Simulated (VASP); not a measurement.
**Hf: single point with PBEsol**

Crystal: Hf.

```
Hf
1.0
    -1.62859    1.62859    1.62859
     1.62859   -1.62859    1.62859
     1.62859    1.62859   -1.62859
Hf
1
Cartesian
  0.0000 0.0000 0.0000
```

* Program: VASP 6.6.1
* Task: single point
* Functional: PBEsol
* Potentials or basis: VASP PAW PBE potentials, release 64 (Hf_pv)
* Cutoff: 520 eV
* k mesh: 10 × 10 × 10
* Occupations: fermi-dirac, width 0.05 eV
* Spin: no spin polarisation
* Dipole correction: no
* Further INCAR settings: ALGO = Normal; EDIFF = 1e-06; NBANDS = 11

```yaml
Pressure: 29.8 GPa
Band_gap_on_the_k_mesh: zero (band 5 reaches 7.95 eV, above the bottom of band 6 at 5.44 eV)
```

Levels at points of the mesh, in eV from the Fermi level:
```
           k point  band 1  band 2  band 3  band 4  band 5  band 6  band 7  band 8  band 9  band 10
(0.00, 0.00, 0.00)  -28.79  -28.79  -28.79   -7.81    1.63    1.63    1.63    5.24    5.24    14.12
(0.50, 0.00, 0.00)  -30.65  -29.37  -28.81   -4.32   -1.12    2.46    5.27    6.56   10.17    11.77
(0.50, 0.50, 0.50)  -30.05  -30.05  -30.05   -3.93   -3.93    8.91    8.91    8.91    9.66     9.66
```

Run time: 9.8 s on 1 thread of AMD EPYC 7R43 64-Core Processor (Zen 3), with other jobs on the host, peak memory 0.11 GiB.

Caveat: the PAW data sets were made with another functional, which shifts forces and pressure a little; spin-orbit coupling is left out, which moves the levels of the heavy elements.
